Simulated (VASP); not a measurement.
# Si: single point with LDA

Si:

```
CELL_PARAMETERS angstrom
2.67397 2.67397 0.00000
-2.67397 2.67397 0.00000
0.00000 2.67397 2.72204
ATOMIC_POSITIONS crystal
Si 0.25000 0.75000 0.50000
Si 0.00000 0.00000 0.00000
```

This cell differs from its parent crystal: film at in-plane strain -0.01.

```json
{
 "Program": "VASP 6.6.1",
 "Task": "single point",
 "Functional": "LDA",
 "Potentials or basis": "VASP PAW LDA potentials, release 64 (Si)",
 "Cutoff": "520 eV",
 "k mesh": "8 × 8 × 8",
 "Occupations": "gaussian, width 0.01 eV",
 "Spin": "no spin polarisation"
}
```

```json
{
 "Pressure": "1.3 GPa",
 "Band gap on the k mesh": "0.37 eV, indirect (least direct gap 2.47 eV)"
}
```

Stress tensor (GPa, compression positive):
```
1.87 0.00 0.00
0.00 1.87 0.00
0.00 0.00 0.09
```

Levels at points of the mesh, in eV from the valence-band top:
| k point | band 1 | band 2 | band 3 | band 4 | band 5 | band 6 | band 7 | band 8 |
| --- | --- | --- | --- | --- | --- | --- | --- | --- |
| (0.00, 0.00, 0.00) | -12.20 | -0.13 | 0.00 | 0.00 | 2.47 | 2.47 | 2.53 | 3.49 |
| (0.50, 0.00, 0.00) | -9.78 | -7.17 | -1.35 | -1.17 | 1.47 | 3.18 | 3.31 | 7.51 |
| (0.50, 0.50, 0.00) | -7.91 | -7.91 | -3.02 | -3.02 | 0.46 | 0.46 | 10.11 | 10.11 |
| (0.00, 0.00, 0.50) | -8.02 | -8.02 | -2.88 | -2.88 | 0.60 | 0.60 | 10.20 | 10.20 |

It used 15 s of CPU time on 1 thread of Intel Xeon 6975P-C, on a shared host.

Caveat: the cell differs from its parent crystal (film at in-plane strain -0.01). A k mesh can miss the band edges.
